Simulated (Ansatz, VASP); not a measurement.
## TiNi in VASP and in Ansatz

```
Ti Ni
1.0
     2.73580    0.00000    0.00000
     0.00000    2.73580    0.00000
     0.00000    0.00000    3.58141
Ti Ni
1 1
Direct
  0.50000 0.50000 0.50000
  0.00000 0.00000 0.00000
```

Alike in both runs: task single point; functional PBEsol; k mesh 13 × 13 × 10; collinear spin.

```csv
,VASP,Ansatz
version,VASP 6.6.1,Ansatz 0.2.0
potentials or method,"VASP PAW PBE potentials, release 64 (Ti_sv, Ni), cutoff 520 eV","plane waves, PAW"
occupations,"fermi-dirac, width 0.1 eV",fermi-dirac
valence electrons in the cell,22,30
```

|  | VASP | Ansatz | Ansatz less VASP |
| --- | --- | --- | --- |
| net moment per atom (μB) | 0.00 | 0.00 | 0.000 |

VASP's potentials were made for PBE, not for PBEsol. VASP's potentials hold 22 valence electrons a cell and Ansatz's 30, so a difference there can come from the potentials and not from the codes. Ansatz's warnings: seeded moment not kept.
